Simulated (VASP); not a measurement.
# Mn3Cu (Fm-3m) in VASP: further runs

Runs on Mn3Cu. Level: PBEsol. Tasks: single point.

Program: VASP 6.6.1. These are calculated values, not measurements. Logs are shortened: lines on timing, memory, paths and dates and some standing lists are left out, and cuts for length are marked.

### Step 1. The cell of the first run

It takes space group Fm-3m (No. 225, cubic). Conventional cell: a = 5.678 Å, b = 5.678 Å, c = 5.678 Å, α = 90.00°, β = 90.00°, γ = 90.00°. Mn (site symmetry -43m) has 10 Mn at 2.46 to 2.84 Å and 4 Cu at 2.46 Å within 3.2 Å. Within 3.2 Å of Mn (site symmetry m-3m) lie 8 Mn at 2.46 Å and 6 Cu at 2.84 Å. Within 3.2 Å of Cu (site symmetry m-3m) lie 14 Mn at 2.46 to 2.84 Å.

### Step 2. Single point, PBEsol, collinear spin, ferromagnetic start

INCAR

```
ALGO = Fast ; EDIFF = 1E-6
ENCUT = 520 ; GGA = PS
ISIF = 2 ; ISMEAR = 0
ISPIN = 2 ; LASPH = True
LCHARG = True ; LELF = True
LMAXMIX = 4 ; LORBIT = 11
LREAL = False ; LVHAR = True
LWAVE = False ; MAGMOM = 4.16 4.16 4.22 0.57
NBANDS = 37 ; NELM = 150
NUPDOWN = 13.12 ; PREC = Accurate
SIGMA = 0.1
```

KPOINTS

```
k-points
0
Gamma
  12 12 12
```

POSCAR

```
Mn3Cu
1.0
    0.0000000000      2.8388306464      2.8388306464
    2.8388306464      0.0000000000      2.8388306464
    2.8388306464      2.8388306464      0.0000000000
Mn Cu
3 1
Direct
    0.2500000000      0.2500000000      0.2500000000
    0.7500000000      0.7500000000      0.7500000000
    0.5000000000      0.5000000000      0.5000000000
    0.0000000000      0.0000000000      0.0000000000
```

Potentials or basis: VASP PAW PBE potentials, release 64 (Mn_pv, Cu).

On the command line:

```
> cat potpaw_PBE.64/Mn_pv/POTCAR potpaw_PBE.64/Cu/POTCAR > POTCAR
> mpirun -np 1 vasp_std > vasp.out
```

OUTCAR:

```text
EDIFF = 1E-6
   ENCUT = 520
   GGA = PS
   ISIF = 2
   ISMEAR = 0
   ISPIN = 2
   LASPH = True
   LORBIT = 11
   LREAL = False
   NELM = 150
   NUPDOWN = 13.12
   PREC = Accurate

 ion  position               nearest neighbor table
   1  0.250  0.250  0.250-   4 2.46   4 2.46   4 2.46   3 2.46   4 2.46   3 2.46   3 2.46   3 2.46
                             2 2.84   2 2.84   2 2.84   2 2.84   2 2.84   2 2.84
   2  0.750  0.750  0.750-   3 2.46   3 2.46   3 2.46   3 2.46   4 2.46   4 2.46   4 2.46   4 2.46
                             1 2.84   1 2.84   1 2.84   1 2.84   1 2.84   1 2.84
   3  0.500  0.500  0.500-   1 2.46   1 2.46   1 2.46   1 2.46   2 2.46   2 2.46   2 2.46   2 2.46
                             4 2.84   4 2.84   4 2.84   4 2.84   4 2.84   4 2.84
   4  0.000  0.000  0.000-   2 2.46   2 2.46   2 2.46   1 2.46   2 2.46   1 2.46   1 2.46   1 2.46
                             3 2.84   3 2.84   3 2.84   3 2.84   3 2.84   3 2.84

  LATTYP: Found a face centered cubic cell.
 ALAT       =     5.6776612928

  Lattice vectors:

 A1 = (   0.0000000000,   2.8388306464,   2.8388306464)
 A2 = (   2.8388306464,   0.0000000000,   2.8388306464)
 A3 = (   2.8388306464,   2.8388306464,   0.0000000000)

Analysis of symmetry for initial positions (statically):
=====================================================================
 Subroutine PRICEL returns:
 Original cell was already a primitive cell.

 Routine SETGRP: Setting up the symmetry group for a
 face centered cubic supercell.

 Subroutine GETGRP returns: Found 48 space group operations
 (whereof 48 operations were pure point group operations)
 out of a pool of 48 trial point group operations.

The static configuration has the point symmetry O_h .

Analysis of symmetry for dynamics (positions and initial velocities):
=====================================================================
 Subroutine PRICEL returns:
 Original cell was already a primitive cell.

 Routine SETGRP: Setting up the symmetry group for a
 face centered cubic supercell.

 Subroutine GETGRP returns: Found 48 space group operations
 (whereof 48 operations were pure point group operations)
 out of a pool of 48 trial point group operations.

The dynamic configuration has the point symmetry O_h .

Analysis of structural, dynamic, and magnetic symmetry:
=====================================================================
 Subroutine PRICEL returns:
 Original cell was already a primitive cell.

 Routine SETGRP: Setting up the symmetry group for a
 face centered cubic supercell.

 Subroutine GETGRP returns: Found 48 space group operations
 (whereof 48 operations were pure point group operations)
 out of a pool of 48 trial point group operations.

The overall configuration has the point symmetry O_h .

 Subroutine INISYM returns: Found 48 space group operations
 (whereof 48 operations are pure point group operations),
 and found     1 'primitive' translations

----------------------------------------------------------------------------------------

                                     Primitive cell

  volume of cell :      45.7560

  direct lattice vectors                    reciprocal lattice vectors
     0.000000000  2.838830646  2.838830646    -0.176128858  0.176128858  0.176128858
     2.838830646  0.000000000  2.838830646     0.176128858 -0.176128858  0.176128858
     2.838830646  2.838830646  0.000000000     0.176128858  0.176128858 -0.176128858

  length of vectors
     4.014712801  4.014712801  4.014712801     0.305064131  0.305064131  0.305064131

  position of ions in fractional coordinates (direct lattice)
     0.250000000  0.250000000  0.250000000
     0.750000000  0.750000000  0.750000000
     0.500000000  0.500000000  0.500000000
     0.000000000  0.000000000  0.000000000

  ion indices of the primitive-cell ions
   primitive index   ion index
                 1           1
                 2           2
                 3           3
                 4           4

----------------------------------------------------------------------------------------

 KPOINTS: k-points

Automatic generation of k-mesh.
 Grid dimensions read from file:
 generate k-points for:   12   12   12

 Generating k-lattice:

  Cartesian coordinates                     Fractional coordinates (reciprocal lattice)
    -0.014677405  0.014677405  0.014677405     0.083333333  0.000000000  0.000000000
     0.014677405 -0.014677405  0.014677405     0.000000000  0.083333333  0.000000000
     0.014677405  0.014677405 -0.014677405     0.000000000  0.000000000  0.083333333

  Length of vectors
     0.025422011  0.025422011  0.025422011

  Shift w.r.t. Gamma in fractional coordinates (k-lattice)
     0.000000000  0.000000000  0.000000000

 Subroutine IBZKPT returns following result:
 ===========================================

 Found     72 irreducible k-points:

 Following reciprocal coordinates:
            Coordinates               Weight
  0.000000  0.000000  0.000000      1.000000
  0.083333  0.000000  0.000000      8.000000
  0.166667  0.000000  0.000000      8.000000
  0.250000  0.000000  0.000000      8.000000
  0.333333  0.000000  0.000000      8.000000
  0.416667  0.000000  0.000000      8.000000
[... 16 lines left out ...]
  0.500000  0.166667  0.000000     24.000000
 -0.416667  0.166667  0.000000     24.000000
 [... further k-points ...]
   k-points           NKPTS =     72   k-points in BZ     NKDIM =     72   number of bands    NBANDS=     37
   number of dos      NEDOS =    301   number of ions     NIONS =      4
   total plane-waves  NPLWV =  27000
   dimension x,y,z NGX =    30 NGY =   30 NGZ =   30
   dimension x,y,z NGXF=    60 NGYF=   60 NGZF=   60
   ions per type =               3   1
   NGX,Y,Z   is equivalent  to a cutoff of  12.42, 12.42, 12.42 a.u.
   NGXF,Y,Z  is equivalent  to a cutoff of  24.85, 24.85, 24.85 a.u.
 SYSTEM =  unknown system
   PREC   = accura    normal or accurate (medium, high low for compatibility)
   ISTART =      0    job   : 0-new  1-cont  2-samecut
   ICHARG =      2    charge: 1-file 2-atom 10-const
   ISPIN  =      2    spin polarized calculation?
   LNONCOLLINEAR =      F non collinear calculations
   LSORBIT =      F    spin-orbit coupling
   LASPH  =      T    aspherical Exc in radial PAW
   ENCUT  =  520.0 eV  38.22 Ry    6.18 a.u.   7.46  7.46  7.46*2*pi/ulx,y,z
   NELM   =    150;   NELMIN=  2; NELMDL= -5     # of ELM steps
   EDIFF  = 0.1E-05   stopping-criterion for ELM
   LREAL  =      F    real-space projection
   EDIFFG = 0.1E-04   stopping-criterion for IOM
   NSW    =      0    number of steps for IOM
   IBRION =     -1    ionic relax: 0-MD 1-quasi-New 2-CG
   NFREE  =      0    steps in history (QN), initial steepest desc. (CG)
   ISIF   =      2    stress and relaxation
   ISYM   =      2    0-nonsym 1-usesym 2-fastsym
   POTIM  = 0.5000    time-step for ionic-motion
   TEBEG  =    0.0;   TEEND  =   0.0 temperature during run
   PSTRESS=    0.0 pullay stress
   NELECT =      50.0000    total number of electrons
   NUPDOWN=      13.1200    fix difference up-down
   EMIN   =  10.00;   EMAX   =-10.00  energy-range for DOS
   EFERMI =   0.00;   METHOD = LEGACY
   ISMEAR =     0;   SIGMA  =   0.10  broadening in eV -4-tet -1-fermi 0-gaus
   EFERMI_NEDOS =   21; number of points for ismear=-14 and -15
   IALGO  =     68    algorithm
   IMIX   =      4    mixing-type and parameters
     AMIX     =   0.40;   BMIX     =  1.00
     AMIX_MAG =   1.60;   BMIX_MAG =  1.00
  volume/ion in A,a.u.               =      11.44        77.19
  Fermi-wavevector in a.u.,A,eV,Ry     =   1.686224  3.186502 38.686159  2.843352
  Thomas-Fermi vector in A             =   2.768927
   LORBIT       =     11    0 simple, 1 ext, 2 COOP (PROOUT), +10 PAW based schemes
   GGA     = PS    functional components
   LHFCALC =     F    Hartree Fock is set to
   AEXX    =    0.0000 exact exchange contribution
   IVDW    =     0    specifies the selected vdW correction
   LEPSILON=     F    determine dielectric tensor
   LRPA    =     F    only Hartree local field effects (RPA)
 spin polarized calculation
 RMM-DIIS sequential band-by-band and
 Gauss-broadening in eV      SIGMA  =   0.10
  energy-cutoff  :      520.00
  volume of cell :       45.76
 maximum number of plane-waves:      1254
 NGX is ok and might be reduce to    30
   NGX = 15   NGY = 15   NGZ = 15

 number of electron      50.0000019 magnetization      13.1199994

 Free energy of the ion-electron system (eV)
  ---------------------------------------------------
  ext. energy  EPLUGINS =         0.00000000
  ---------------------------------------------------
  free energy    TOTEN  =       -28.33916729 eV

  energy without entropy =      -28.32126385  energy(sigma->0) =      -28.33021557

 E-fermi :   9.2439     XC(G=0): -13.5055

 val. band max:       11.8986391066   @ k =   0.3333   0.1667   0.0000
 cond. band min:       9.2538155199   @ k =   0.5000   0.3333   0.0833
 fundamental gap:     -2.6448235868
 Fermi energy:        11.9234621318

 spin component 1

 k-point     1 :       0.0000    0.0000    0.0000
  band No.  band energies     occupation
      1     -39.7075      1.00000
      2     -39.7075      1.00000
      3     -39.7075      1.00000
      4     -39.5528      1.00000
      5     -39.5528      1.00000
      6     -39.5528      1.00000
[... 29 lines left out ...]
     36      17.4633      0.00000
     37      18.0517      0.00000
[... 918 lines left out ...]
     36      19.2994      0.00000
     37      21.0311      0.00000

 [... further k-points ...]

 spin component 2

 k-point     1 :       0.0000    0.0000    0.0000
  band No.  band energies     occupation
      1     -35.6827      1.00000
      2     -35.6827      1.00000
      3     -35.6827      1.00000
      4     -35.5402      1.00000
      5     -35.5402      1.00000
      6     -35.5402      1.00000
[... 29 lines left out ...]
     36      19.3310      0.00000
     37      19.3310      0.00000
[... 918 lines left out ...]
     36      21.0304      0.00000
     37      23.0619      0.00000

 [... further k-points ...]
[... 5 lines left out ...]
  --------------------------------------------------------------------------------------
  -------------------------------------------------------------------------------------
  Total       15.2216035     15.2216035     15.2216035      0.0000000      0.0000000     -0.0000000
  in kB      532.9942671    532.9942671    532.9942671      0.0000000      0.0000000     -0.0000000
  external PRESSURE =     532.9942671 kB  Pullay stress =       0.0000000 kB

 VOLUME and BASIS-vectors are now :
 -----------------------------------------------------------------------------
  energy-cutoff  :      520.00
  volume of cell :       45.76
      direct lattice vectors                 reciprocal lattice vectors
     0.000000000  2.838830646  2.838830646    -0.176128858  0.176128858  0.176128858
     2.838830646  0.000000000  2.838830646     0.176128858 -0.176128858  0.176128858
     2.838830646  2.838830646  0.000000000     0.176128858  0.176128858 -0.176128858

 POSITION                                       TOTAL-FORCE (eV/Angst)
 -----------------------------------------------------------------------------------
      1.41942      1.41942      1.41942         0.000000     -0.000000      0.000000
      4.25825      4.25825      4.25825        -0.000000      0.000000     -0.000000
      2.83883      2.83883      2.83883        -0.000000     -0.000000     -0.000000
      0.00000      0.00000      0.00000        -0.000000     -0.000000     -0.000000
 -----------------------------------------------------------------------------------
    total drift:                                0.000000     -0.000000      0.000000

  FREE ENERGIE OF THE ION-ELECTRON SYSTEM (eV)
  ---------------------------------------------------
  free  energy   TOTEN  =       -28.3391672914 eV

  energy  without entropy=      -28.3212638529  energy(sigma->0) =      -28.33021557

 total charge

# of ion       s       p       d       tot
------------------------------------------
    1        0.402   6.369   5.049  11.820
    2        0.402   6.369   5.049  11.820
    3        0.424   6.363   5.070  11.857
    4        0.561   0.623   9.049  10.234
--------------------------------------------------
tot          1.789  19.724  24.218  45.730

 magnetization (x)

# of ion       s       p       d       tot
------------------------------------------
    1        0.034   0.118   3.785   3.936
    2        0.034   0.118   3.785   3.936
    3        0.032   0.156   3.814   4.002
    4       -0.019   0.024   0.482   0.487
--------------------------------------------------
tot          0.080   0.415  11.867  12.362
```

It took 3.3 min on 1 thread of Oxide Virtual Turin-like, shared host; peak memory 0.27 GiB.

What came out:

| Quantity | Value |
| --- | --- |
| Free energy | -28.3392 eV |
| Pressure | 53.3 GPa |
| Net moment | 13.12 μB per cell |
| Site moments | Mn +3.94, +4.00; Cu +0.49 μB |
| Valence electrons inside the program's atomic spheres | Mn 11.82, 11.86; Cu 10.23 |

Caveat: the PAW data sets were made with another functional, which shifts forces and pressure a little; the total moment is fixed, so each spin has its own Fermi level.

[end of part 1 of 2]
